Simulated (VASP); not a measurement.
Ag: single point with PBEsol

The system is Ag.

```
Ag
1.0
     2.87534    0.00000    0.00000
    -1.43767    2.49012    0.00000
     0.00000    0.00000    4.70511
Ag
2
Direct
  0.33333 0.66667 0.25000
  0.66667 0.33333 0.75000
```

```yaml
Program: VASP 6.6.1
Task: single point
Functional: PBEsol
Potentials_or_basis: VASP PAW PBE potentials, release 64 (Ag)
Cutoff: 520 eV
k_mesh: 18 × 18 × 10
Occupations: gaussian, width 0.1 eV
Spin: no spin polarisation
Dipole_correction: no
Further_INCAR_settings: ALGO = Normal; EDIFF = 1e-06; NBANDS = 18
```

```
Pressure               : -1.2 GPa
Band gap on the k mesh : zero (band 11 reaches 12.50 eV, above the bottom of band 12 at 5.01 eV)
```

Levels at points of the mesh, in eV from the Fermi level:
```tsv
k point	band 9	band 10	band 11	band 12	band 13	band 14
(0.00, 0.00, 0.00)	-4.06	-3.02	-3.02	-0.46	3.66	15.71
(0.50, 0.00, 0.00)	-2.83	-2.74	0.13	1.61	6.94	7.20
(0.00, 0.00, 0.50)	-3.35	-3.35	-3.35	-3.35	11.21	11.21
(0.50, 0.00, 0.50)	-2.79	-2.79	0.74	0.74	4.69	4.69
```

It took 52 s on 1 thread of Intel(R) Xeon(R) Platinum 8488C (Sapphire Rapids), with other jobs on the host, peak memory 0.24 GiB.

Caveat: the PAW data sets were made with another functional, which shifts forces and pressure a little.
